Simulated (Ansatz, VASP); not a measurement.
## Two plane-wave programs on Hf

File INCAR:

```
SYSTEM = Hf
ALGO = Normal ; EDIFF = 1E-6
ENCUT = 520 ; GGA = PS
ISIF = 2 ; ISMEAR = 0
LASPH = .TRUE. ; LCHARG = .TRUE.
LELF = .TRUE. ; LREAL = .FALSE.
LVHAR = .TRUE. ; LWAVE = .FALSE.
NBANDS = 11 ; NELM = 60
PREC = Accurate ; SIGMA = 0.15
```

KPOINTS

```
k-points
0
G
  18 18 18
  0 0 0
```

Contents of POSCAR:

```
Hf
1.0
   -1.8050000000      1.8050000000      1.7508500000
    1.8050000000     -1.8050000000      1.7508500000
    1.8050000000      1.8050000000     -1.7508500000
Hf
1
Direct
    0.0000000000      0.0000000000      0.0000000000
```

Input for Ansatz:

```yaml
crystal:
  lattice:
    - [-1.805, 1.805, 1.75085]
    - [1.805, -1.805, 1.75085]
    - [1.805, 1.805, -1.75085]
  atoms:
    - { symbol: Hf, position: [0.0, 0.0, 0.0] }
basis:
  ecutwfc: 420
kpoints:
  mp_grid: { grid: [18, 18, 18] }
hamiltonian:
  xc: pbesol
scf:
  occupations: { method: gaussian, width: 0.15 }
output:
  forces: true
  stress: true
  eigenvalues: true
```

Change from the starting cell: strain +0.000 along x and y, -0.030 along z, atoms carried along.

Alike in both runs: task single point; functional PBEsol; k mesh 18 × 18 × 18; occupations gaussian, width 0.15 eV; no spin polarisation.

|  | VASP | Ansatz |
| --- | --- | --- |
| version | VASP 6.6.1 | Ansatz 0.2.0 |
| potentials or method | VASP PAW PBE potentials, release 64 (Hf_pv), cutoff 520 eV | scalar-relativistic, plane waves, PAW |
| valence electrons in the cell | 10 | 26 |

```csv
,VASP,Ansatz,Ansatz less VASP
gap on the k mesh at the Fermi level (eV),none,none,-
pressure (GPa),-6.9,-6.6,+0.30
"traceless stress, the component that is largest in VASP (GPa)",-1.00,-0.97,+0.034
```

VASP's potentials were made for PBE, not for PBEsol. A gap of «none» marks a metal or a gap that the smearing closes. VASP's potentials hold 10 valence electrons a cell and Ansatz's 26, so a difference there can come from the potentials and not from the codes.

Neither program's run includes spin-orbit coupling.
